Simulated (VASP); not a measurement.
Set up this calculation in VASP 6.6.1, as the native input.

```yaml
Task: single point
Functional: PBE
Potentials_or_basis: VASP PAW PBE potentials, release 64 (Zn, C)
Cutoff: 520 eV
k_mesh: 8 × 6 × 6
Occupations: gaussian, width 0.1 eV
Spin: no spin polarisation
Dipole_correction: no
Further_INCAR_settings: ALGO = Normal; EDIFF = 1e-06; NBANDS = 42
```

The structure of ZnC lies in POSCAR:

```
ZnC
1.0
   -2.1947432729      0.0000000000     -2.1947432729
   -2.1947432729     -4.3894865458      2.1947432729
   -2.1947432729      4.3894865458      2.1947432729
Zn C
4 4
Direct
    0.5000000000      0.5000000000      1.0000000000
    1.0000000000      0.0000000000      0.0000000000
    0.0000000000      0.5000000000      0.5000000000
    0.5000000000      1.0000000000      0.5000000000
    0.0000000000      0.7500000000      0.2500000000
    0.5000000000      0.2500000000      0.2500000000
    0.5000000000      0.7500000000      0.7500000000
    0.0000000000      0.2500000000      0.7500000000
```

The input as run:

INCAR

```
SYSTEM = ZnC
  ALGO = Normal
  EDIFF = 1E-6
  ENCUT = 520
  GGA = PE
  ISIF = 2
  ISMEAR = 0
  LASPH = .True.
  LCHARG = .False.
  LREAL = .False.
  LWAVE = .False.
  NBANDS = 42
  NELM = 60
  PREC = Accurate
  SIGMA = 0.1
```

KPOINTS

```
k-points
0
Gamma
  8 6 6
  0 0 0
```

Potentials or basis: VASP PAW PBE potentials, release 64 (Zn, C).

Launch:

```sh
$ cat potpaw_PBE.64/Zn/POTCAR potpaw_PBE.64/C/POTCAR > POTCAR
$ mpirun -np 1 vasp_std > vasp.out
```

Results of the run:

* Pressure: 0.8 GPa
* Band gap on the k mesh: zero (band 32 reaches 5.20 eV, above the bottom of band 33 at 2.03 eV)

It took 3.3 min on 1 thread of Intel Xeon 6975P-C (shared host), peak memory 0.3 GiB.
